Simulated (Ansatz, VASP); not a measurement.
## One calculation of Ti, two programs

The input INCAR:

```
SYSTEM = Ti
PREC = Accurate
ENCUT = 520
EDIFF = 1E-6
ISMEAR = 1
SIGMA = 0.1
LREAL = .FALSE.
LASPH = .TRUE.
NELM = 80
ALGO = Normal
ISIF = 2
LWAVE = .FALSE.
LCHARG = .FALSE.
GGA = PE
NBANDS = 19
```

The input KPOINTS:

```
Automatic mesh
0
G
  12 12 7
  0 0 0
```

Contents of POSCAR:

```
Ti
1.0
    2.9390756844      0.0000000000      0.0000000000
   -1.4695378422      2.5453142064      0.0000000000
    0.0000000000      0.0000000000      4.6559893251
Ti
2
Direct
    0.3333333333      0.6666666667      0.2500000000
    0.6666666667      0.3333333333      0.7500000000
```

Input for Ansatz:

```yaml
crystal:
  lattice:
    - [2.9390756844, 0.0, 0.0]
    - [-1.4695378422, 2.5453142064, 0.0]
    - [0.0, 0.0, 4.6559893251]
  atoms:
    - { symbol: Ti, position: [0.3333333333, 0.6666666667, 0.25] }
    - { symbol: Ti, position: [0.6666666667, 0.3333333333, 0.75] }
hamiltonian:
  xc: pbe
  pseudopotentials:
    kind: paw
    azcp:
      Ti: "pseudopotentials/Ti.paw.azcp"
basis:
  ecutwfc: 420
  fft_grid_basis: typed
kpoints:
  mp_grid: { grid: [12, 12, 7], shift: [0, 0, 0] }
magnetization:
  spin_polarized: false
scf:
  occupations: { method: methfessel_paxton, width: 0.1 }
  lower_state_search: "off"
output:
  stress: true
```

Alike in both runs: task single point; functional PBE; k mesh 12 × 12 × 7; occupations methfessel-paxton of order 1, width 0.1 eV; no spin polarisation.

|  | VASP | Ansatz |
| --- | --- | --- |
| version | VASP 6.6.1 | Ansatz 0.2.0 |
| potentials or method | VASP PAW PBE potentials, release 64 (Ti_sv), cutoff 520 eV | plane waves (420 eV) with PAW, scalar-relativistic |
| valence electrons in the cell | 24 | 24 |

```csv
,VASP,Ansatz,Ansatz less VASP
pressure (GPa),-0.4,-0.1,+0.24
"traceless stress, the component that is largest in VASP (GPa)",-0.15,-0.16,-0.002
```
